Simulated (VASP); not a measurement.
# Sb (Im-3m) in VASP: a series of runs

The runs below take Sb through single point, with PBEsol.

Everything below comes from runs of VASP 6.6.1. Logs are shortened: lines on timing, memory, paths and dates and some standing lists are left out, and cuts for length are marked.

## (1) The cell of the first run

The structure is cubic, space group Im-3m (No. 229). Conventional cell: a = 3.732 Å, b = 3.732 Å, c = 3.732 Å, α = 90.00°, β = 90.00°, γ = 90.00°. Sb (site symmetry m-3m) has 14 Sb at 3.23 to 3.73 Å within 4.3 Å.

## (2) Single point, PBEsol

Input file INCAR:

```
PREC     = Accurate       # precision mode
ENCUT    = 520            # plane-wave cutoff, eV
EDIFF    = 1E-7           # SCF threshold, eV
ISMEAR   = -1             # smearing method
SIGMA    = 0.1            # smearing width, eV
LREAL    = False          # projectors in reciprocal space
LASPH    = True           # aspherical terms in the spheres
NELM     = 80             # most SCF steps
ALGO     = Normal         # electronic algorithm
ISIF     = 2              # what is computed and relaxed
LWAVE    = False          # write WAVECAR
LCHARG   = False          # write CHGCAR
GGA      = PS             # functional
NBANDS   = 8              # bands
```

Input file KPOINTS:

```
regular mesh
0
Gamma
  12 12 12
```

Input file POSCAR:

```
Sb
1.0
   -1.8657968255      1.8657968255      1.8657968255
    1.8657968255     -1.8657968255      1.8657968255
    1.8657968255      1.8657968255     -1.8657968255
Sb
1
Direct
    0.0000000000      0.0000000000      0.0000000000
```

Potentials or basis: VASP PAW PBE potentials, release 64 (Sb).

Run with:

```
cat potpaw_PBE.64/Sb/POTCAR > POTCAR
mpirun -np 1 vasp_std > vasp.out
```

OUTCAR:

```text
PREC = Accurate
   ENCUT = 520
   EDIFF = 1E-7
   ISMEAR = -1
   LREAL = False
   LASPH = True
   NELM = 80
   ISIF = 2
   GGA = PS

 ion  position               nearest neighbor table
   1  0.000  0.000  0.000-

  LATTYP: Found a body centered cubic cell.
 ALAT       =     3.7315936510

  Lattice vectors:

 A1 = (  -1.8657968255,   1.8657968255,   1.8657968255)
 A2 = (   1.8657968255,  -1.8657968255,   1.8657968255)
 A3 = (   1.8657968255,   1.8657968255,  -1.8657968255)

Analysis of symmetry for initial positions (statically):
=====================================================================
 Subroutine PRICEL returns:
 Original cell was already a primitive cell.

 Routine SETGRP: Setting up the symmetry group for a
 body centered cubic supercell.

 Subroutine GETGRP returns: Found 48 space group operations
 (whereof 48 operations were pure point group operations)
 out of a pool of 48 trial point group operations.

The static configuration has the point symmetry O_h .

Analysis of symmetry for dynamics (positions and initial velocities):
=====================================================================
 Subroutine PRICEL returns:
 Original cell was already a primitive cell.

 Routine SETGRP: Setting up the symmetry group for a
 body centered cubic supercell.

 Subroutine GETGRP returns: Found 48 space group operations
 (whereof 48 operations were pure point group operations)
 out of a pool of 48 trial point group operations.

The dynamic configuration has the point symmetry O_h .

 Subroutine INISYM returns: Found 48 space group operations
 (whereof 48 operations are pure point group operations),
 and found     1 'primitive' translations

----------------------------------------------------------------------------------------

                                     Primitive cell

  volume of cell :      25.9808

  direct lattice vectors                    reciprocal lattice vectors
    -1.865796825  1.865796825  1.865796825     0.000000000  0.267982019  0.267982019
     1.865796825 -1.865796825  1.865796825     0.267982019  0.000000000  0.267982019
     1.865796825  1.865796825 -1.865796825     0.267982019  0.267982019  0.000000000

  length of vectors
     3.231654898  3.231654898  3.231654898     0.378983805  0.378983805  0.378983805

[... 77 lines left out ...]
   NELM   =     80;   NELMIN=  2; NELMDL= -5     # of ELM steps
   EDIFF  = 0.1E-06   stopping-criterion for ELM
   LREAL  =      F    real-space projection
   EDIFFG = 0.1E-05   stopping-criterion for IOM
   NSW    =      0    number of steps for IOM
   IBRION =     -1    ionic relax: 0-MD 1-quasi-New 2-CG
   NFREE  =      0    steps in history (QN), initial steepest desc. (CG)
   ISIF   =      2    stress and relaxation
   ISYM   =      2    0-nonsym 1-usesym 2-fastsym
   POTIM  = 0.5000    time-step for ionic-motion
   TEBEG  =    0.0;   TEEND  =   0.0 temperature during run
   PSTRESS=    0.0 pullay stress
   NELECT =       5.0000    total number of electrons
   NUPDOWN=      -1.0000    fix difference up-down
   EMIN   =  10.00;   EMAX   =-10.00  energy-range for DOS
   EFERMI =   0.00;   METHOD = LEGACY
   ISMEAR =    -1;   SIGMA  =   0.10  broadening in eV -4-tet -1-fermi 0-gaus
   EFERMI_NEDOS =   21; number of points for ismear=-14 and -15
   IALGO  =     38    algorithm
   IMIX   =      4    mixing-type and parameters
     AMIX     =   0.40;   BMIX     =  1.00
     AMIX_MAG =   1.60;   BMIX_MAG =  1.00
  volume/ion in A,a.u.               =      25.98       175.33
  Fermi-wavevector in a.u.,A,eV,Ry     =   0.945178  1.786128 12.154932  0.893362
  Thomas-Fermi vector in A             =   2.073055
   LORBIT       =      0    0 simple, 1 ext, 2 COOP (PROOUT), +10 PAW based schemes
   GGA     = PS    functional components
   LHFCALC =     F    Hartree Fock is set to
   AEXX    =    0.0000 exact exchange contribution
   IVDW    =     0    specifies the selected vdW correction
   LEPSILON=     F    determine dielectric tensor
   LRPA    =     F    only Hartree local field effects (RPA)
 non-spin polarized calculation
  energy-cutoff  :      520.00
  volume of cell :       25.98
 maximum number of plane-waves:       715
   NGX = 13   NGY = 13   NGZ = 13

 number of electron       4.9999999 magnetization

 Free energy of the ion-electron system (eV)
  ---------------------------------------------------
  ext. energy  EPLUGINS =         0.00000000
  ---------------------------------------------------
  free energy    TOTEN  =        -4.40637350 eV

  energy without entropy =       -4.38872688  energy(sigma->0) =       -4.39755019

 E-fermi :   8.7924     XC(G=0): -10.4860

 val. band max:        8.7838944689   @ k =  -0.2500   0.2500   0.1667
 cond. band min:       8.8333286657   @ k =  -0.2500   0.2500   0.2500
 fundamental gap:      0.0494341967
 Fermi energy:         8.7924093203

 k-point     1 :       0.0000    0.0000    0.0000
  band No.  band energies     occupation
      1      -4.3650      2.00000
      2      14.5441      0.00000
      3      14.5441      0.00000
      4      14.5441      0.00000
      5      19.5143      0.00000
      6      19.5143      0.00000
      7      19.5143      0.00000
      8      20.6083      0.00000
[... 243 lines left out ...]
 k-point    24 :       0.4167    0.0833    0.0833
  band No.  band energies     occupation
      1       0.1023      2.00000
      2       3.2810      2.00000
      3       8.9155      0.45207
      4      10.6304      0.00000
      5      17.5108      0.00000
      6      18.0722      0.00000
      7      23.1974      0.00000
      8      24.3006      0.00000

 [... further k-points ...]

------------------------ aborting loop because EDIFF is reached ----------------------------------------

  FORCE on cell =-STRESS in cart. coord.  units (eV):
  Direction    XX          YY          ZZ          XY          YZ          ZX
  --------------------------------------------------------------------------------------
  -------------------------------------------------------------------------------------
  Total        0.0007322      0.0007322      0.0007322     -0.0000000     -0.0000000      0.0000000
  in kB        0.0451548      0.0451548      0.0451548     -0.0000000     -0.0000000      0.0000000
  external PRESSURE =       0.0451548 kB  Pullay stress =       0.0000000 kB

 VOLUME and BASIS-vectors are now :
 -----------------------------------------------------------------------------
  energy-cutoff  :      520.00
  volume of cell :       25.98
      direct lattice vectors                 reciprocal lattice vectors
    -1.865796825  1.865796825  1.865796825     0.000000000  0.267982019  0.267982019
     1.865796825 -1.865796825  1.865796825     0.267982019  0.000000000  0.267982019
     1.865796825  1.865796825 -1.865796825     0.267982019  0.267982019  0.000000000

 POSITION                                       TOTAL-FORCE (eV/Angst)
 -----------------------------------------------------------------------------------
      0.00000      0.00000      0.00000        -0.000000     -0.000000      0.000000
 -----------------------------------------------------------------------------------
    total drift:                                0.000000      0.000000      0.000000

  FREE ENERGIE OF THE ION-ELECTRON SYSTEM (eV)
  ---------------------------------------------------
  free  energy   TOTEN  =        -4.4063735038 eV

  energy  without entropy=       -4.3887268780  energy(sigma->0) =       -4.39755019
```

stdout:

```text
POSCAR found type information on POSCAR Sb
 POSCAR found :  1 types and       1 ions
 scaLAPACK will be used
 -----------------------------------------------------------------------------
|                                                                             |
|                                                                             |
|     You enforced a specific xc type in the INCAR file but a different       |
|     I HOPE YOU KNOW WHAT YOU ARE DOING!                                     |
|                                                                             |
 -----------------------------------------------------------------------------

 LDA part: xc-table for (Slater+PW92), standard interpolation
 POSCAR, INCAR and KPOINTS ok, starting setup
 FFT: planning ... GRIDC
 FFT: planning ... GRID_SOFT
 FFT: planning ... GRID
 WAVECAR not read
 entering main loop
```

It took 4.8 s on 1 thread of Intel Xeon 6975P-C, shared host; peak memory 0.14 GiB.

What came out:

```
Free energy : -4.4064 eV
Pressure    : 0.0 GPa
```

Caveat: the PAW data sets were made with another functional, which shifts forces and pressure a little; spin-orbit coupling is left out, which moves the levels of the heavy elements.

## (3) Single point, PBEsol (volume scaled by 0.88)

Input file INCAR:

```
SYSTEM = Sb
PREC = Accurate ; ENCUT = 520
EDIFF = 1E-6 ; ISMEAR = -1
SIGMA = 0.1 ; LREAL = .FALSE.
LASPH = .TRUE. ; NELM = 60
ALGO = Normal ; ISIF = 2
LWAVE = .FALSE. ; LCHARG = .TRUE.
GGA = PS ; LELF = .TRUE.
LVHAR = .TRUE. ; NBANDS = 8
```

Input file KPOINTS:

```
regular mesh
0
G
  13 13 13
  0 0 0
```

Input file POSCAR:

```
Sb
1.0
   -1.7879631918      1.7879631918      1.7879631918
    1.7879631918     -1.7879631918      1.7879631918
    1.7879631918      1.7879631918     -1.7879631918
Sb
1
Direct
    0.0000000000      0.0000000000      0.0000000000
```

Potentials or basis: VASP PAW PBE potentials, release 64 (Sb).

Run with:

```
cat potpaw_PBE.64/Sb/POTCAR > POTCAR
mpirun -np 1 vasp_std > vasp.out
```

OUTCAR:

```text
SYSTEM = Sb
   PREC = Accurate
   ENCUT = 520
   EDIFF = 1E-6
   ISMEAR = -1
   LREAL = .FALSE.
   LASPH = .TRUE.
   NELM = 60
   ISIF = 2
   GGA = PS

 ion  position               nearest neighbor table
   1  0.000  0.000  0.000-

  LATTYP: Found a body centered cubic cell.
 ALAT       =     3.5759263836

  Lattice vectors:

 A1 = (  -1.7879631918,   1.7879631918,   1.7879631918)
 A2 = (   1.7879631918,  -1.7879631918,   1.7879631918)
 A3 = (   1.7879631918,   1.7879631918,  -1.7879631918)

Analysis of symmetry for initial positions (statically):
=====================================================================
 Subroutine PRICEL returns:
 Original cell was already a primitive cell.

 Routine SETGRP: Setting up the symmetry group for a
 body centered cubic supercell.

 Subroutine GETGRP returns: Found 48 space group operations
 (whereof 48 operations were pure point group operations)
 out of a pool of 48 trial point group operations.

The static configuration has the point symmetry O_h .

Analysis of symmetry for dynamics (positions and initial velocities):
=====================================================================
 Subroutine PRICEL returns:
[... 151 lines left out ...]

  energy without entropy =       -4.28896160  energy(sigma->0) =       -4.29610054

 E-fermi :  10.6057     XC(G=0): -11.0542

 val. band max:       10.5220175809   @ k =  -0.3846   0.3846   0.3077
 cond. band min:      10.7098262139   @ k =   0.1538   0.1538   0.0000
 fundamental gap:      0.1878086330
 Fermi energy:        10.6057263495

 k-point     1 :       0.0000    0.0000    0.0000
  band No.  band energies     occupation
      1      -3.6631      2.00000
      2      17.4832      0.00000
      3      17.4832      0.00000
      4      17.4832      0.00000
      5      21.8652      0.00000
      6      21.8652      0.00000
      7      21.8652      0.00000
      8      22.5195      0.00000
[... 243 lines left out ...]
 k-point    24 :       0.2308    0.0769    0.0769
  band No.  band energies     occupation
      1      -1.0918      2.00000
      2       8.5731      2.00000
      3      12.1322      0.00000
      4      13.5115      0.00000
      5      20.3841      0.00000
      6      20.6467      0.00000
      7      23.4930      0.00000
      8      24.4971      0.00000

 [... further k-points ...]
[... 5 lines left out ...]
  --------------------------------------------------------------------------------------
  -------------------------------------------------------------------------------------
  Total        1.6215308      1.6215308      1.6215308      0.0000000      0.0000000     -0.0000000
  in kB      113.6318517    113.6318517    113.6318517      0.0000000      0.0000000     -0.0000000
  external PRESSURE =     113.6318517 kB  Pullay stress =       0.0000000 kB

 VOLUME and BASIS-vectors are now :
 -----------------------------------------------------------------------------
  energy-cutoff  :      520.00
  volume of cell :       22.86
      direct lattice vectors                 reciprocal lattice vectors
    -1.787963192  1.787963192  1.787963192     0.000000000  0.279647815  0.279647815
     1.787963192 -1.787963192  1.787963192     0.279647815  0.000000000  0.279647815
     1.787963192  1.787963192 -1.787963192     0.279647815  0.279647815  0.000000000

 POSITION                                       TOTAL-FORCE (eV/Angst)
 -----------------------------------------------------------------------------------
      0.00000      0.00000      0.00000        -0.000000     -0.000000      0.000000
 -----------------------------------------------------------------------------------
    total drift:                                0.000000     -0.000000     -0.000000

  FREE ENERGIE OF THE ION-ELECTRON SYSTEM (eV)
  ---------------------------------------------------
  free  energy   TOTEN  =        -4.3032394670 eV

  energy  without entropy=       -4.2889616043  energy(sigma->0) =       -4.29610054
```

It took 5.3 s on 1 thread of Intel Xeon 6975P-C, shared host; peak memory 0.14 GiB.

What came out:

| Item | Value |
| --- | --- |
| Free energy | -4.3032 eV |
| Pressure | 11.4 GPa |

Caveat: the PAW data sets were made with another functional, which shifts forces and pressure a little; spin-orbit coupling is left out, which moves the levels of the heavy elements.
